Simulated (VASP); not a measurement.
# HfO2 (Fm-3m) in VASP: a series of runs

The runs below take HfO2 through relaxation of cell and atoms, single point, with BLYP+D3(BJ), BLYP+D4, LDA.

All numbers are computed with VASP 6.6.1; they aren't measurements. Logs are shortened: lines on timing, memory, paths and dates and some standing lists are left out, and cuts for length are marked.

## (1) The cell of the first run

Symmetry: Fm-3m, No. 225, cubic system. Conventional cell: a = 5.115 Å, b = 5.115 Å, c = 5.115 Å, α = 90.00°, β = 90.00°, γ = 90.00°. Hf (site symmetry m-3m) has 8 O at 2.21 Å within 2.9 Å. O (site symmetry -43m) has 4 Hf at 2.21 Å and 6 O at 2.56 Å within 2.9 Å.

## (2) Relaxation of cell and atoms, BLYP+D3(BJ)

File INCAR:

```
AGGAC = 1.0 ; AGGAX = 1.0
ALDAC = 0.0 ; ALDAX = 1.0
ALGO = Normal ; EDIFF = 1E-6
EDIFFG = -0.01 ; ENCUT = 600
GGA = B5 ; IBRION = 2
ISIF = 3 ; ISMEAR = -1
IVDW = 12 ; LASPH = T
LCHARG = F ; LREAL = F
LWAVE = F ; NELM = 60
NSW = 60 ; PREC = Accurate
SIGMA = 0.05 ; VDW_A1 = 0.4298
VDW_A2 = 4.2359 ; VDW_S6 = 1.0
VDW_S8 = 2.6996
```

File KPOINTS:

```
k-points
0
Gamma
  9 9 9
```

File POSCAR:

```
HfO2
1.0
    0.0000000000      2.5575000000      2.5575000000
    2.5575000000      0.0000000000      2.5575000000
    2.5575000000      2.5575000000      0.0000000000
Hf O
1 2
Direct
    0.0000000000      0.0000000000      0.0000000000
    0.7500000000      0.7500000000      0.7500000000
    0.2500000000      0.2500000000      0.2500000000
```

Potentials or basis: VASP PAW PBE potentials, release 64 (Hf_pv, O).

The run is started by

```console
> cat potpaw_PBE.64/Hf_pv/POTCAR potpaw_PBE.64/O/POTCAR > POTCAR
> mpirun -np 1 vasp_std > vasp.out
```

OUTCAR:

```text
EDIFF = 1E-6
   EDIFFG = -0.01
   ENCUT = 600
   GGA = B5
   IBRION = 2
   ISIF = 3
   ISMEAR = -1
   IVDW = 12
   LASPH = T
   LREAL = F
   NELM = 60
   NSW = 60
   PREC = Accurate
 IVDW          = 12

 ion  position               nearest neighbor table
   1  0.000  0.000  0.000-   2 2.21   2 2.21   2 2.21   2 2.21   3 2.21   3 2.21   3 2.21   3 2.21

   2  0.750  0.750  0.750-   1 2.21   1 2.21   1 2.21   1 2.21
   3  0.250  0.250  0.250-   1 2.21   1 2.21   1 2.21   1 2.21

  LATTYP: Found a face centered cubic cell.
 ALAT       =     5.1150000000

  Lattice vectors:

 A1 = (   0.0000000000,   2.5575000000,   2.5575000000)
 A2 = (   2.5575000000,   0.0000000000,   2.5575000000)
 A3 = (   2.5575000000,   2.5575000000,   0.0000000000)

Analysis of symmetry for initial positions (statically):
=====================================================================
 Subroutine PRICEL returns:
 Original cell was already a primitive cell.

 Routine SETGRP: Setting up the symmetry group for a
 face centered cubic supercell.

 Subroutine GETGRP returns: Found 48 space group operations
[... 9 lines left out ...]

 Routine SETGRP: Setting up the symmetry group for a
 face centered cubic supercell.

 Subroutine GETGRP returns: Found 48 space group operations
[... 11 lines left out ...]
                                     Primitive cell

  volume of cell :      33.4562

  direct lattice vectors                    reciprocal lattice vectors
     0.000000000  2.557500000  2.557500000    -0.195503421  0.195503421  0.195503421
     2.557500000  0.000000000  2.557500000     0.195503421 -0.195503421  0.195503421
     2.557500000  2.557500000  0.000000000     0.195503421  0.195503421 -0.195503421

  length of vectors
     3.616851186  3.616851186  3.616851186     0.338621859  0.338621859  0.338621859

  position of ions in fractional coordinates (direct lattice)
     0.000000000  0.000000000  0.000000000
     0.750000000  0.750000000  0.750000000
     0.250000000  0.250000000  0.250000000

  ion indices of the primitive-cell ions
   primitive index   ion index
                 1           1
                 2           2
                 3           3

----------------------------------------------------------------------------------------

 KPOINTS: k-points

Automatic generation of k-mesh.
 Grid dimensions read from file:
 generate k-points for:    9    9    9

 Generating k-lattice:

  Cartesian coordinates                     Fractional coordinates (reciprocal lattice)
    -0.021722602  0.021722602  0.021722602     0.111111111  0.000000000  0.000000000
     0.021722602 -0.021722602  0.021722602     0.000000000  0.111111111  0.000000000
     0.021722602  0.021722602 -0.021722602     0.000000000  0.000000000  0.111111111

  Length of vectors
     0.037624651  0.037624651  0.037624651

  Shift w.r.t. Gamma in fractional coordinates (k-lattice)
     0.000000000  0.000000000  0.000000000

 Subroutine IBZKPT returns following result:
 ===========================================

 Found     35 irreducible k-points:

 Following reciprocal coordinates:
            Coordinates               Weight
  0.000000  0.000000  0.000000      1.000000
  0.111111  0.000000  0.000000      8.000000
  0.222222  0.000000  0.000000      8.000000
  0.333333  0.000000  0.000000      8.000000
  0.444444  0.000000  0.000000      8.000000
  0.111111  0.111111  0.000000      6.000000
[... 16 lines left out ...]
 -0.333333  0.333333  0.000000     12.000000
  0.444444  0.444444  0.000000      6.000000
 [... further k-points ...]
   k-points           NKPTS =     35   k-points in BZ     NKDIM =     35   number of bands    NBANDS=     15
   number of dos      NEDOS =    301   number of ions     NIONS =      3
   total plane-waves  NPLWV =  27000
   dimension x,y,z NGX =    30 NGY =   30 NGZ =   30
   dimension x,y,z NGXF=    60 NGYF=   60 NGZF=   60
   ions per type =               1   2
   NGX,Y,Z   is equivalent  to a cutoff of  13.79, 13.79, 13.79 a.u.
   NGXF,Y,Z  is equivalent  to a cutoff of  27.58, 27.58, 27.58 a.u.
 SYSTEM =  unknown system
   PREC   = accura    normal or accurate (medium, high low for compatibility)
   ISTART =      0    job   : 0-new  1-cont  2-samecut
   ICHARG =      2    charge: 1-file 2-atom 10-const
   ISPIN  =      1    spin polarized calculation?
   LNONCOLLINEAR =      F non collinear calculations
   LSORBIT =      F    spin-orbit coupling
   LASPH  =      T    aspherical Exc in radial PAW
   ENCUT  =  600.0 eV  44.10 Ry    6.64 a.u.   7.22  7.22  7.22*2*pi/ulx,y,z
   NELM   =     60;   NELMIN=  2; NELMDL= -5     # of ELM steps
   EDIFF  = 0.1E-05   stopping-criterion for ELM
   LREAL  =      F    real-space projection
   EDIFFG = -.1E-01   stopping-criterion for IOM
   NSW    =     60    number of steps for IOM
   IBRION =      2    ionic relax: 0-MD 1-quasi-New 2-CG
   NFREE  =      1    steps in history (QN), initial steepest desc. (CG)
   ISIF   =      3    stress and relaxation
   ISYM   =      2    0-nonsym 1-usesym 2-fastsym
   POTIM  = 0.5000    time-step for ionic-motion
   TEBEG  =    0.0;   TEEND  =   0.0 temperature during run
   PSTRESS=    0.0 pullay stress
   NELECT =      22.0000    total number of electrons
   NUPDOWN=      -1.0000    fix difference up-down
   EMIN   =  10.00;   EMAX   =-10.00  energy-range for DOS
   EFERMI =   0.00;   METHOD = LEGACY
   ISMEAR =    -1;   SIGMA  =   0.05  broadening in eV -4-tet -1-fermi 0-gaus
   EFERMI_NEDOS =   21; number of points for ismear=-14 and -15
   IALGO  =     38    algorithm
   IMIX   =      4    mixing-type and parameters
     AMIX     =   0.40;   BMIX     =  1.00
     AMIX_MAG =   1.60;   BMIX_MAG =  1.00
  volume/ion in A,a.u.               =      11.15        75.26
  Fermi-wavevector in a.u.,A,eV,Ry     =   1.423607  2.690227 27.574337  2.026657
  Thomas-Fermi vector in A             =   2.544186
   LORBIT       =      0    0 simple, 1 ext, 2 COOP (PROOUT), +10 PAW based schemes
   GGA     = B5    functional components
   LHFCALC =     F    Hartree Fock is set to
   AEXX    =    0.0000 exact exchange contribution
   IVDW    =    12    specifies the selected vdW correction
   LEPSILON=     F    determine dielectric tensor
   LRPA    =     F    only Hartree local field effects (RPA)
 conjugate gradient relaxation of ions
 non-spin polarized calculation
  energy-cutoff  :      600.00
  volume of cell :       33.46
 maximum number of plane-waves:      1139
 NGX is ok and might be reduce to    30
   NGX = 15   NGY = 15   NGZ = 15

--------------------------------------- Ionic step        1  -------------------------------------------

 number of electron      21.9999993 magnetization

 Free energy of the ion-electron system (eV)
  ---------------------------------------------------
  ext. energy  EPLUGINS =         0.00000000
  ---------------------------------------------------
  free energy    TOTEN  =       -28.91652649 eV

  energy without entropy =      -28.91652649  energy(sigma->0) =      -28.91652649

------------------------ aborting loop because EDIFF is reached ----------------------------------------

 Edisp (eV)   -1.58404

 E8    (eV) :    -1.1621

  FORCE on cell =-STRESS in cart. coord.  units (eV):
  Direction    XX          YY          ZZ          XY          YZ          ZX
  --------------------------------------------------------------------------------------
  -------------------------------------------------------------------------------------
  Total      -1.49668    -1.49668    -1.49668     0.00000    -0.00000     0.00000
  in kB     -71.67437   -71.67437   -71.67437     0.00000    -0.00000     0.00000
  external pressure =      -71.67 kB  Pullay stress =        0.00 kB
[... 63 lines left out ...]
  energy  without entropy=      -30.4727679928  energy(sigma->0) =      -30.47276799

--------------------------------------- Ionic step        3  -------------------------------------------

 number of electron      21.9999997 magnetization

 Free energy of the ion-electron system (eV)
  ---------------------------------------------------
  ext. energy  EPLUGINS =         0.00000000
  ---------------------------------------------------
  free energy    TOTEN  =       -28.88852675 eV

  energy without entropy =      -28.88852675  energy(sigma->0) =      -28.88852675

 E-fermi :   5.6794     XC(G=0): -11.2983

 val. band max:        4.6073343054   @ k =  -0.4444   0.4444   0.0000
 cond. band min:       8.5750143187   @ k =   0.0000   0.0000   0.0000
 fundamental gap:      3.9676800133
 Fermi energy:         5.6793559041

 k-point     1 :       0.0000    0.0000    0.0000
  band No.  band energies     occupation
      1     -24.9089      2.00000
      2     -24.9089      2.00000
      3     -24.9089      2.00000
      4     -13.9578      2.00000
      5     -10.9428      2.00000
      6      -0.6365      2.00000
      7      -0.6365      2.00000
      8      -0.6365      2.00000
      9       4.0638      2.00000
     10       4.0638      2.00000
     11       4.0638      2.00000
     12       8.5750      0.00000
     13       8.5750      0.00000
     14      10.8408      0.00000
     15      15.0727      0.00000
[... 397 lines left out ...]
 k-point    24 :       0.4444    0.4444    0.0000
  band No.  band energies     occupation
      1     -25.3602      2.00000
      2     -25.0298      2.00000
      3     -25.0298      2.00000
      4     -12.2012      2.00000
      5     -11.8716      2.00000
      6      -1.5712      2.00000
      7       1.1485      2.00000
      8       1.1485      2.00000
      9       3.2433      2.00000
     10       3.2433      2.00000
     11       4.4188      2.00000
     12       8.6136      0.00000
     13      10.0939      0.00000
     14      11.5754      0.00000
     15      12.8509      0.00000

 [... further k-points ...]

------------------------ aborting loop because EDIFF is reached ----------------------------------------

 Edisp (eV)   -1.63457

 E8    (eV) :    -1.1995

  FORCE on cell =-STRESS in cart. coord.  units (eV):
  Direction    XX          YY          ZZ          XY          YZ          ZX
  --------------------------------------------------------------------------------------
  -------------------------------------------------------------------------------------
  Total      -0.02697    -0.02697    -0.02697    -0.00000    -0.00000    -0.00000
  in kB      -1.33003    -1.33003    -1.33003    -0.00000    -0.00000    -0.00000
  external pressure =       -1.33 kB  Pullay stress =        0.00 kB
[... 18 lines left out ...]
  FREE ENERGIE OF THE ION-ELECTRON SYSTEM (eV)
  ---------------------------------------------------
  free  energy   TOTEN  =       -30.5230993092 eV

  energy  without entropy=      -30.5230993092  energy(sigma->0) =      -30.52309931

 reached required accuracy - stopping structural energy minimisation
```

Wall time 94 s (1 thread of Intel Xeon 6975P-C, shared host); peak memory 0.2 GiB.

Results:

```
Free energy                            : -30.5231 eV
Relaxed volume                         : 10.83 Å³/atom
Relaxed cell                           : a = 3.582 Å, b = 3.582 Å, c = 3.582 Å, α = 60.00°, β = 60.00°, γ = 60.00°
Space group after relaxing (to 0.05 Å) : Fm-3m (No. 225)
Energy gained by relaxing              : 7.5 meV/atom
Ionic steps                            : 3
Pressure after relaxing                : -0.1 GPa
Band gap on the k mesh                 : 3.97 eV, indirect (least direct gap 4.12 eV)
Dispersion energy per atom             : -0.545 eV
```

Step by step:
```
step  energy change (eV)  largest force (eV/Å)  pressure (GPa)  volume (Å³)
   1              0.0000                0.0000           -7.17        33.46
   2              0.0278                0.0000           12.18        31.10
   3             -0.0225                0.0000           -0.13        32.49
```

Final structure:
```yaml
crystal:
  lattice:
    - [0.00000, 2.53251, 2.53251]
    - [2.53251, 0.00000, 2.53251]
    - [2.53251, 2.53251, 0.00000]
  atoms:
    - { symbol: Hf, position: [0.00000, 0.00000, 0.00000] }
    - { symbol: O, position: [0.75000, 0.75000, 0.75000] }
    - { symbol: O, position: [0.25000, 0.25000, 0.25000] }
```

Levels at points of the mesh, in eV from the valence-band top:
```tsv
k point	band 9	band 10	band 11	band 12	band 13	band 14
(0.00, 0.00, 0.00)	-0.54	-0.54	-0.54	3.97	3.97	6.23
```

Caveat: the PAW data sets were made with another functional, which shifts forces and pressure a little; spin-orbit coupling is left out, which moves the levels of the heavy elements.

[end of part 1 of 2]
